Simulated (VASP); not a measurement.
Here is a VASP 6.6.1 calculation.

Contents of INCAR:

```
  PREC = Accurate
  ENCUT = 520
  EDIFF = 1E-6
  ISMEAR = -1
  SIGMA = 0.02
  LREAL = False
  LASPH = True
  NELM = 80
  ALGO = Normal
  ISIF = 2
  LWAVE = False
  LCHARG = False
  GGA = PE
  NBANDS = 16
```

KPOINTS

```
Automatic mesh
0
Gamma
  13 13 13
```

File POSCAR:

```
InP
1.0
    0.0000000000      2.9343500000      2.9636935000
    2.9343500000      0.0000000000      2.9636935000
    2.9343500000      2.9343500000      0.0000000000
In P
1 1
Direct
    0.0000000000      0.0000000000      0.0000000000
    0.2500000000      0.2500000000      0.2500000000
```

Potentials or basis: VASP PAW PBE potentials, release 64 (In_d, P).

Run with:

```sh
$ cat potpaw_PBE.64/In_d/POTCAR potpaw_PBE.64/P/POTCAR > POTCAR
$ mpirun -np 1 vasp_std > vasp.out
```

(1) Predict the pressure.

(2) What does it give for the band gap on the k mesh?

Answers

(1) 2.3 GPa.

(2) 0.62 eV, direct.

Caveat: the cell differs from its parent crystal (z stretched by +1 %, then relaxed in part); spin-orbit coupling is left out, which moves the levels of the heavy elements.
